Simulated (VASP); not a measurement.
# AlN (ha.bB): single point with PBE

Crystal: AlN (ha.bB).

```xyz
2
Lattice="0.0000 2.2013 2.2013 2.2013 0.0000 2.2013 2.2013 2.2013 0.0000" Properties=species:S:1:pos:R:3 pbc="T T T"
Al    0.0000    0.0000    0.0000
N     1.1006    1.1006    1.1006
```

```yaml
Program: VASP 6.6.1
Task: single point
Functional: PBE
Potentials_or_basis: VASP PAW PBE potentials, release 64 (Al, N)
Cutoff: 600 eV
k_mesh: 10 × 10 × 10
Occupations: gaussian, width 0.02 eV
Spin: no spin polarisation
Dipole_correction: no
Further_INCAR_settings: ALGO = Normal; EDIFF = 1e-06; NBANDS = 11
```

| Quantity | Value |
| --- | --- |
| Pressure | -0.3 GPa |
| Band gap on the k mesh | 3.31 eV, indirect (least direct gap 3.99 eV) |

Levels at points of the mesh, in eV from the valence-band top:
| k point | band 2 | band 3 | band 4 | band 5 | band 6 | band 7 |
| --- | --- | --- | --- | --- | --- | --- |
| (0.00, 0.00, 0.00) | 0.00 | 0.00 | 0.00 | 3.99 | 12.33 | 12.33 |
| (0.50, 0.00, 0.00) | -5.76 | -0.48 | -0.48 | 7.17 | 9.70 | 11.00 |
| (0.50, 0.50, 0.00) | -4.83 | -1.75 | -1.75 | 3.31 | 8.47 | 13.64 |

Wall time 29 s on 1 thread of Intel Xeon 8259CL, with other jobs on the host, peak memory 0.15 GiB.

A k mesh can miss the band edges. A hybrid or GW would open this gap; PBE tends to underestimate it.
